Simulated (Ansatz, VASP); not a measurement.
Zr in VASP and in Ansatz

File INCAR:

```
SYSTEM = Zr
ALGO     = Normal         ! electronic algorithm
EDIFF    = 1E-8           ! SCF threshold, eV
ENCUT    = 520            ! plane-wave cutoff, eV
GGA      = PS             ! functional
ISIF     = 2              ! what is computed and relaxed
ISMEAR   = -1             ! smearing method
LASPH    = .True.         ! aspherical terms in the spheres
LCHARG   = .False.        ! write CHGCAR
LEFG     = .True.       
LREAL    = .False.        ! projectors in reciprocal space
LWAVE    = .False.        ! write WAVECAR
NBANDS   = 12             ! bands
NELM     = 100            ! most SCF steps
PREC     = Accurate       ! precision mode
SIGMA    = 0.08           ! smearing width, eV
```

The input KPOINTS:

```
k-points
0
Gamma
  14 14 14
  0 0 0
```

POSCAR

```
Zr
1.0
   -1.7919000000      1.8100000000      1.8100000000
    1.8100000000     -1.7919000000      1.8100000000
    1.8100000000      1.8100000000     -1.7919000000
Zr
1
Direct
    0.0000000000      0.0000000000      0.0000000000
```

Input for Ansatz:

```yaml
crystal:
  lattice:
    - [-1.7919, 1.81, 1.81]
    - [1.81, -1.7919, 1.81]
    - [1.81, 1.81, -1.7919]
  atoms:
    - { symbol: Zr, position: [0.0, 0.0, 0.0] }
kpoints:
  mp_grid: { grid: [14, 14, 14] }
scf:
  occupations: { method: fermi_dirac, width: 0.08 }
hamiltonian:
  xc: pbesol
  pseudopotentials: { kind: paw }
output:
  forces: true
  stress: true
  eigenvalues: true
  efg: { contact_densities: true }
```

Change from the starting cell: equal xy, yz and zx shear strains of +1 %, PAW files.

Alike in both runs: task electric field gradients; functional PBEsol; k mesh 14 × 14 × 14; occupations fermi-dirac, width 0.08 eV; no spin polarisation.

|  | VASP | Ansatz |
| --- | --- | --- |
| version | VASP 6.6.1 | Ansatz 0.2.0 |
| potentials or method | VASP PAW PBE potentials, release 64 (Zr_sv) | PAW with Ansatz's default frozen-core files, scalar-relativistic |
| plane-wave cutoff (eV) | 520 | 420 |
| valence electrons in the cell | 12 | 12 |

|  | VASP | Ansatz | Ansatz less VASP |
| --- | --- | --- | --- |
| pressure (GPa) | -6.6 | -6.7 | -0.06 |
| traceless stress, the component that is largest in VASP (GPa) | -0.29 | -0.29 | +0.001 |
| size of Vzz on the site where it differs most (V/Å²) | 10.8 | 10.2 | -0.61 |

VASP's potentials were made for PBE, not for PBEsol. The functional is the same, so the differences come from potentials, cutoffs and numerics.
